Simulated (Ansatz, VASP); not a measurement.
## One calculation of Tl2Br3, two programs

```xyz
5
Lattice="4.7441 0.0000 0.0000 -2.3721 4.1085 0.0000 0.0000 0.0000 7.3811" Properties=species:S:1:pos:R:3 pbc="T T T"
Tl    0.0000    2.7390    1.8084
Tl    2.3721    1.3695    5.5727
Br    0.0000    0.0000    0.0000
Br    0.0000    2.7390    4.7608
Br    2.3721    1.3695    2.6203
```

Alike in both runs: task single point; functional r2SCAN; k mesh 6 × 6 × 4; occupations gaussian, width 0.1 eV; no spin polarisation.

```csv
,VASP,Ansatz
version,VASP 6.6.1,Ansatz 0.2.0
potentials or method,"VASP PAW PBE potentials, release 64 (Tl_d, Br), cutoff 520 eV","scalar-relativistic, plane waves, PAW"
valence electrons in the cell,47,47
```

```csv
,VASP,Ansatz,Ansatz less VASP
gap on the k mesh at the Fermi level (eV),none,none,-
pressure (GPa),7.7,7.7,-0.01
"traceless stress, the component that is largest in VASP (GPa)",-0.86,-0.86,-0.006
rms of the force components (eV/Å),0.471,0.468,-0.0029
```

VASP's potentials were made for PBE, not for r2SCAN. Atom by atom the forces differ by 0.003 eV/Å (rms over components). A gap of «none» marks a metal or a gap that the smearing closes. The functional is the same, so the differences come from potentials, cutoffs and numerics.

Neither program's run includes spin-orbit coupling.
